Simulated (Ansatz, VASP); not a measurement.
# InSb in VASP and in Ansatz

The input INCAR:

```
  PREC = Accurate
  ENCUT = 520
  EDIFF = 1E-6
  ISMEAR = 0
  SIGMA = 0.15
  LREAL = False
  LASPH = True
  NELM = 60
  ALGO = Normal
  ISIF = 2
  LWAVE = False
  LCHARG = False
  GGA = PS
  NBANDS = 16
```

Contents of KPOINTS:

```
regular mesh
0
Gamma
  12 12 12
```

POSCAR

```
InSb
1.0
    0.0000000000      3.2391000000      3.2876865000
    3.2391000000      0.0000000000      3.2876865000
    3.2391000000      3.2391000000      0.0000000000
In Sb
1 1
Direct
    0.0000000000      0.0000000000      0.0000000000
    0.7500000000      0.7500000000      0.7500000000
```

Input for Ansatz:

```yaml
crystal:
  lattice:
    - [0.0, 3.2391, 3.2876865]
    - [3.2391, 0.0, 3.2876865]
    - [3.2391, 3.2391, 0.0]
  atoms:
    - { symbol: In, position: [0.0, 0.0, 0.0] }
    - { symbol: Sb, position: [0.75, 0.75, 0.75] }
basis:
  ecutwfc: 420
kpoints:
  mp_grid: { grid: [12, 12, 12] }
hamiltonian:
  xc: pbesol
scf:
  occupations: { method: gaussian, width: 0.15 }
output:
  forces: true
  stress: true
  eigenvalues: true
```

Change from the starting cell: strain +0.000 along x and y, +0.015 along z, atoms carried along.

Alike in both runs: task single point; functional PBEsol; k mesh 12 × 12 × 12; occupations gaussian, width 0.15 eV; no spin polarisation.

|  | VASP | Ansatz |
| --- | --- | --- |
| version | VASP 6.6.1 | Ansatz 0.2.0 |
| potentials or method | VASP PAW PBE potentials, release 64 (In_d, Sb), cutoff 520 eV | scalar-relativistic, plane waves, PAW |
| valence electrons in the cell | 18 | 28 |

```csv
,VASP,Ansatz,Ansatz less VASP
gap on the k mesh at the Fermi level (eV),none,none,-
pressure (GPa),0.2,0.2,-0.02
"traceless stress, the component that is largest in VASP (GPa)",-0.28,-0.28,0.000
```

VASP's potentials were made for PBE, not for PBEsol. A gap of «none» marks a metal or a gap that the smearing closes. VASP's potentials hold 18 valence electrons a cell and Ansatz's 28, so a difference there can come from the potentials and not from the codes.

Neither program's run includes spin-orbit coupling.
